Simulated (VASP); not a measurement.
# SnSe in VASP: notebook

Runs on SnSe. Level: PBEsol. Tasks: single point.

Everything below comes from runs of VASP 6.6.1. Logs are shortened: lines on timing, memory, paths and dates and some standing lists are left out, and cuts for length are marked.

## 1. The cell of the first run

The cell holds a slab with vacuum, 4 atoms: a = 4.285 Å, b = 4.285 Å, c = 10.991 Å, α = 90.00°, β = 90.00°, γ = 90.00°.

## 2. Single point, PBEsol

Contents of INCAR:

```
PREC = Accurate ; ENCUT = 520
EDIFF = 1E-7 ; ISMEAR = 0
SIGMA = 0.05 ; LREAL = False
LASPH = True ; NELM = 60
ALGO = Normal ; ISIF = 2
LWAVE = False ; LCHARG = True
GGA = PS ; LELF = True
LVHAR = True ; NBANDS = 28
```

Contents of KPOINTS:

```
regular mesh
0
Gamma
  6 6 4
```

Contents of POSCAR:

```
SnSe
1.0
    4.2853274191      0.0000000000      0.0000000000
    0.0000000000      4.2853274191      0.0000000000
    0.0000000000      0.0000000000     10.9906921300
Sn Se
2 2
Direct
    0.5000000000      0.0000000000      0.3631305019
    0.0000000000      0.5000000000      0.6186722819
    0.5000000000      0.0000000000      0.6160394900
    0.0000000000      0.5000000000      0.3839605100
```

Potentials or basis: VASP PAW PBE potentials, release 64 (Sn_d, Se).

The run is started by

```
> cat potpaw_PBE.64/Sn_d/POTCAR potpaw_PBE.64/Se/POTCAR > POTCAR
> mpirun -np 1 vasp_std > vasp.out
```

OUTCAR:

```text
PREC = Accurate
   ENCUT = 520
   EDIFF = 1E-7
   ISMEAR = 0
   LREAL = False
   LASPH = True
   NELM = 60
   ISIF = 2
   GGA = PS

 ion  position               nearest neighbor table
   1  0.500  0.000  0.363-   3 2.78   4 3.04   4 3.04   4 3.04   4 3.04
   2  0.000  0.500  0.619-   4 2.58   3 3.03   3 3.03   3 3.03   3 3.03
   3  0.500  0.000  0.616-   1 2.78   2 3.03   2 3.03   2 3.03   2 3.03
   4  0.000  0.500  0.384-   2 2.58   1 3.04   1 3.04   1 3.04   1 3.04

  LATTYP: Found a simple tetragonal cell.
 ALAT       =     4.2853274191
 C/A-ratio  =     2.5647263453

  Lattice vectors:

 A1 = (   4.2853274191,   0.0000000000,   0.0000000000)
 A2 = (   0.0000000000,   4.2853274191,   0.0000000000)
 A3 = (   0.0000000000,   0.0000000000,  10.9906921300)

Analysis of symmetry for initial positions (statically):
=====================================================================
 Subroutine PRICEL returns:
 Original cell was already a primitive cell.

 Routine SETGRP: Setting up the symmetry group for a
 simple tetragonal supercell.

 Subroutine GETGRP returns: Found  8 space group operations
 (whereof  4 operations were pure point group operations)
 out of a pool of 16 trial point group operations.

The static configuration has the point symmetry C_2v.
 The point group associated with its full space group is C_4v.

Analysis of symmetry for dynamics (positions and initial velocities):
=====================================================================
 Subroutine PRICEL returns:
 Original cell was already a primitive cell.

 Routine SETGRP: Setting up the symmetry group for a
 simple tetragonal supercell.

 Subroutine GETGRP returns: Found  8 space group operations
 (whereof  4 operations were pure point group operations)
 out of a pool of 16 trial point group operations.

The dynamic configuration has the point symmetry C_2v.
 The point group associated with its full space group is C_4v.

 Subroutine INISYM returns: Found  8 space group operations
 (whereof  4 operations are pure point group operations),
 and found     1 'primitive' translations

----------------------------------------------------------------------------------------

                                     Primitive cell

  volume of cell :     201.8334

  direct lattice vectors                    reciprocal lattice vectors
     4.285327419  0.000000000  0.000000000     0.233354398  0.000000000  0.000000000
     0.000000000  4.285327419  0.000000000     0.000000000  0.233354398  0.000000000
     0.000000000  0.000000000 10.990692130     0.000000000  0.000000000  0.090986081

  length of vectors
     4.285327419  4.285327419 10.990692130     0.233354398  0.233354398  0.090986081

  position of ions in fractional coordinates (direct lattice)
     0.500000000  0.000000000  0.363130502
     0.000000000  0.500000000  0.618672282
     0.500000000  0.000000000  0.616039490
     0.000000000  0.500000000  0.383960510

  ion indices of the primitive-cell ions
   primitive index   ion index
                 1           1
                 2           2
                 3           3
                 4           4

----------------------------------------------------------------------------------------

 KPOINTS: regular mesh

Automatic generation of k-mesh.
 Grid dimensions read from file:
 generate k-points for:    6    6    4

 Generating k-lattice:

  Cartesian coordinates                     Fractional coordinates (reciprocal lattice)
     0.038892400  0.000000000  0.000000000     0.166666667  0.000000000  0.000000000
     0.000000000  0.038892400  0.000000000     0.000000000  0.166666667  0.000000000
     0.000000000  0.000000000  0.022746520     0.000000000  0.000000000  0.250000000

  Length of vectors
     0.038892400  0.038892400  0.022746520

  Shift w.r.t. Gamma in fractional coordinates (k-lattice)
     0.000000000  0.000000000  0.000000000

 Subroutine IBZKPT returns following result:
 ===========================================

 Found     30 irreducible k-points:

 Following reciprocal coordinates:
            Coordinates               Weight
  0.000000  0.000000  0.000000      1.000000
  0.166667  0.000000  0.000000      4.000000
  0.333333  0.000000  0.000000      4.000000
  0.500000  0.000000  0.000000      2.000000
  0.166667  0.166667  0.000000      4.000000
  0.333333  0.166667  0.000000      8.000000
[... 16 lines left out ...]
  0.333333  0.000000  0.500000      4.000000
  0.500000  0.000000  0.500000      2.000000
 [... further k-points ...]
   k-points           NKPTS =     30   k-points in BZ     NKDIM =     30   number of bands    NBANDS=     28
   number of dos      NEDOS =    301   number of ions     NIONS =      4
   total plane-waves  NPLWV =  86016
   dimension x,y,z NGX =    32 NGY =   32 NGZ =   84
   dimension x,y,z NGXF=    64 NGYF=   64 NGZF=  168
   ions per type =               2   2
   NGX,Y,Z   is equivalent  to a cutoff of  12.41, 12.41, 12.71 a.u.
   NGXF,Y,Z  is equivalent  to a cutoff of  24.83, 24.83, 25.41 a.u.
 SYSTEM =  unknown system
   PREC   = accura    normal or accurate (medium, high low for compatibility)
   ISTART =      0    job   : 0-new  1-cont  2-samecut
   ICHARG =      2    charge: 1-file 2-atom 10-const
   ISPIN  =      1    spin polarized calculation?
   LNONCOLLINEAR =      F non collinear calculations
   LSORBIT =      F    spin-orbit coupling
   LASPH  =      T    aspherical Exc in radial PAW
   ENCUT  =  520.0 eV  38.22 Ry    6.18 a.u.   7.97  7.97 20.44*2*pi/ulx,y,z
   NELM   =     60;   NELMIN=  2; NELMDL= -5     # of ELM steps
   EDIFF  = 0.1E-06   stopping-criterion for ELM
   LREAL  =      F    real-space projection
   EDIFFG = 0.1E-05   stopping-criterion for IOM
   NSW    =      0    number of steps for IOM
   IBRION =     -1    ionic relax: 0-MD 1-quasi-New 2-CG
   NFREE  =      0    steps in history (QN), initial steepest desc. (CG)
   ISIF   =      2    stress and relaxation
   ISYM   =      2    0-nonsym 1-usesym 2-fastsym
   POTIM  = 0.5000    time-step for ionic-motion
   TEBEG  =    0.0;   TEEND  =   0.0 temperature during run
   PSTRESS=    0.0 pullay stress
   NELECT =      40.0000    total number of electrons
   NUPDOWN=      -1.0000    fix difference up-down
   EMIN   =  10.00;   EMAX   =-10.00  energy-range for DOS
   EFERMI =   0.00;   METHOD = LEGACY
   ISMEAR =     0;   SIGMA  =   0.05  broadening in eV -4-tet -1-fermi 0-gaus
   EFERMI_NEDOS =   21; number of points for ismear=-14 and -15
   IALGO  =     38    algorithm
   IMIX   =      4    mixing-type and parameters
     AMIX     =   0.40;   BMIX     =  1.00
     AMIX_MAG =   1.60;   BMIX_MAG =  1.00
  volume/ion in A,a.u.               =      50.46       340.51
  Fermi-wavevector in a.u.,A,eV,Ry     =   0.954473  1.803693 12.395171  0.911019
  Thomas-Fermi vector in A             =   2.083223
   LORBIT       =      0    0 simple, 1 ext, 2 COOP (PROOUT), +10 PAW based schemes
   GGA     = PS    functional components
   LHFCALC =     F    Hartree Fock is set to
   AEXX    =    0.0000 exact exchange contribution
   IVDW    =     0    specifies the selected vdW correction
   LEPSILON=     F    determine dielectric tensor
   LRPA    =     F    only Hartree local field effects (RPA)
 non-spin polarized calculation
 Gauss-broadening in eV      SIGMA  =   0.05
  energy-cutoff  :      520.00
  volume of cell :      201.83
 maximum number of plane-waves:      5480
 NGX is ok and might be reduce to    32
   NGX = 15   NGY = 15   NGZ = 41

 number of electron      40.0000021 magnetization

 Free energy of the ion-electron system (eV)
  ---------------------------------------------------
  ext. energy  EPLUGINS =         0.00000000
  ---------------------------------------------------
  free energy    TOTEN  =       -17.50268418 eV

  energy without entropy =      -17.50268418  energy(sigma->0) =      -17.50268418

 E-fermi :   0.8206     XC(G=0):  -6.0877

 val. band max:        0.5813403934   @ k =   0.5000   0.0000   0.0000
 cond. band min:       1.9520815359   @ k =   0.3333   0.0000   0.5000
 fundamental gap:      1.3707411424
 Fermi energy:         0.8205898641

 k-point     1 :       0.0000    0.0000    0.0000
  band No.  band energies     occupation
      1     -20.6183      2.00000
      2     -20.6092      2.00000
      3     -20.5796      2.00000
      4     -20.5669      2.00000
      5     -20.5669      2.00000
      6     -20.2802      2.00000
[... 20 lines left out ...]
     27       6.2530      0.00000
     28       6.2865      0.00000

 k-point     2 :       0.1667    0.0000    0.0000
  band No.  band energies     occupation
      1     -20.6160      2.00000
      2     -20.6109      2.00000
      3     -20.5777      2.00000
      4     -20.5678      2.00000
      5     -20.5668      2.00000
      6     -20.2797      2.00000
[... 20 lines left out ...]
     27       5.7964      0.00000
     28       5.9283      0.00000

 k-point     3 :       0.3333    0.0000    0.0000
  band No.  band energies     occupation
      1     -20.6145      2.00000
      2     -20.6118      2.00000
      3     -20.5735      2.00000
      4     -20.5697      2.00000
      5     -20.5667      2.00000
      6     -20.2789      2.00000
[... 20 lines left out ...]
     27       5.5041      0.00000
     28       7.0269      0.00000

 k-point     4 :       0.5000    0.0000    0.0000
  band No.  band energies     occupation
      1     -20.6162      2.00000
      2     -20.6098      2.00000
      3     -20.5712      2.00000
      4     -20.5707      2.00000
      5     -20.5666      2.00000
      6     -20.2785      2.00000
[... 578 lines left out ...]
     27       5.6449      0.00000
     28       5.8423      0.00000

 k-point    23 :       0.3333    0.0000    0.5000
  band No.  band energies     occupation
      1     -20.6145      2.00000
      2     -20.6118      2.00000
      3     -20.5735      2.00000
      4     -20.5697      2.00000
      5     -20.5667      2.00000
      6     -20.2789      2.00000
[... 20 lines left out ...]
     27       6.1168      0.00000
     28       6.8323      0.00000

 k-point    24 :       0.5000    0.0000    0.5000
  band No.  band energies     occupation
      1     -20.6162      2.00000
      2     -20.6099      2.00000
      3     -20.5712      2.00000
      4     -20.5707      2.00000
      5     -20.5666      2.00000
      6     -20.2786      2.00000
[... 20 lines left out ...]
     27       6.7470      0.00000
     28       6.9167      0.00000

 [... further k-points ...]

------------------------ aborting loop because EDIFF is reached ----------------------------------------

  FORCE on cell =-STRESS in cart. coord.  units (eV):
  Direction    XX          YY          ZZ          XY          YZ          ZX
  --------------------------------------------------------------------------------------
  -------------------------------------------------------------------------------------
  Total       -1.2760931     -1.2760931      0.4124097      0.0000000      0.0000000      0.0000000
  in kB      -10.1297766    -10.1297766      3.2737564      0.0000000      0.0000000      0.0000000
  external PRESSURE =      -5.6619323 kB  Pullay stress =       0.0000000 kB

 VOLUME and BASIS-vectors are now :
 -----------------------------------------------------------------------------
  energy-cutoff  :      520.00
  volume of cell :      201.83
      direct lattice vectors                 reciprocal lattice vectors
     4.285327419  0.000000000  0.000000000     0.233354398  0.000000000  0.000000000
     0.000000000  4.285327419  0.000000000     0.000000000  0.233354398  0.000000000
     0.000000000  0.000000000 10.990692130     0.000000000  0.000000000  0.090986081

 POSITION                                       TOTAL-FORCE (eV/Angst)
 -----------------------------------------------------------------------------------
      2.14266      0.00000      3.99106         0.000000      0.000000      0.666872
      0.00000      2.14266      6.79964         0.000000      0.000000      0.712008
      2.14266      0.00000      6.77070         0.000000      0.000000     -0.485951
      0.00000      2.14266      4.21999         0.000000      0.000000     -0.892929
 -----------------------------------------------------------------------------------
    total drift:                                0.000000      0.000000      0.000110

  FREE ENERGIE OF THE ION-ELECTRON SYSTEM (eV)
  ---------------------------------------------------
  free  energy   TOTEN  =       -17.5026841790 eV

  energy  without entropy=      -17.5026841790  energy(sigma->0) =      -17.50268418
```

It took 4.4 min on 1 thread of Intel Xeon 8259CL, shared host; peak memory 0.37 GiB.

Results:

```yaml
Free_energy: -17.5027 eV
Largest_force: 0.893 eV/Å
Band_gap_on_the_k_mesh: 1.37 eV (least direct gap 1.39 eV)
```

Forces in eV/Å, atoms in the order of the input:
```
Sn   0.000  0.000  0.667
Sn   0.000  0.000  0.712
Se   0.000  0.000 -0.486
Se   0.000  0.000 -0.893
```

Levels at points of the mesh, in eV from the valence-band top:
| k point | band 18 | band 19 | band 20 | band 21 | band 22 | band 23 |
| --- | --- | --- | --- | --- | --- | --- |
| (0.00, 0.00, 0.00) | -1.68 | -1.68 | -0.29 | 1.58 | 3.68 | 3.75 |
| (0.50, 0.00, 0.00) | -1.36 | -0.55 | 0.00 | 1.39 | 1.60 | 1.90 |
| (0.50, 0.50, 0.00) | -3.21 | -1.71 | -1.65 | 3.30 | 4.05 | 4.35 |
| (0.00, 0.00, 0.50) | -1.68 | -1.68 | -0.29 | 1.44 | 3.68 | 4.31 |
| (0.50, 0.00, 0.50) | -1.36 | -0.55 | 0.00 | 1.39 | 1.60 | 1.90 |
| (0.50, 0.50, 0.50) | -3.21 | -1.71 | -1.64 | 3.27 | 4.01 | 4.37 |

Caveat: the cell differs from its parent crystal (all Sn atoms moved -0.100 Å, as atom 1 towards its neighbour atom 3 (Se) at 2.680 Å); the PAW data sets were made with another functional, which shifts forces and pressure a little; spin-orbit coupling is left out, which moves the levels of the heavy elements.

(Part 1 of 2 ends here.)
